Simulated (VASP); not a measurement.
# As: single point with PBE+D3(BJ)

System: As, a slab with vacuum.

```
As
1.0
     3.69963    0.00000    0.00000
     0.00000    4.51091    0.00000
     0.00000    0.00000   22.40452
As
4
Direct
  0.50000 0.93724 0.44634
  0.00000 0.56276 0.44634
  0.50000 0.06276 0.55366
  0.00000 0.43724 0.55366
```

| Item | Value |
| --- | --- |
| Program | VASP 6.6.1 |
| Task | single point |
| Functional | PBE |
| Dispersion | D3(BJ) |
| Potentials or basis | VASP PAW PBE potentials, release 64 (As) |
| Cutoff | 520 eV |
| k mesh | 7 × 6 × 1 |
| Occupations | gaussian, width 0.05 eV |
| Spin | no spin polarisation |

```
Largest force              : 0.092 eV/Å
Dispersion energy per atom : -0.257 eV
```

Forces on the atoms (eV/Å):
```
As   0.000  0.051 -0.076
As   0.000 -0.051 -0.076
As   0.000 -0.051  0.076
As   0.000  0.051  0.076
```

Levels at points of the mesh, in eV from the Fermi level:
```
           k point  band 7  band 8  band 9  band 10  band 11  band 12  band 13  band 14
(0.00, 0.00, 0.00)   -3.39   -2.17   -1.72    -0.45     0.26     1.65     2.23     2.95
(0.00, 0.50, 0.00)   -2.25   -2.25   -1.04    -1.04     1.11     1.11     2.25     2.25
```

Run time: 2.5 min on 1 thread of Intel(R) Xeon(R) Platinum 8259CL CPU @ 2.50GHz (Skylake/Cascade Lake), on a shared host, peak memory 0.41 GiB.
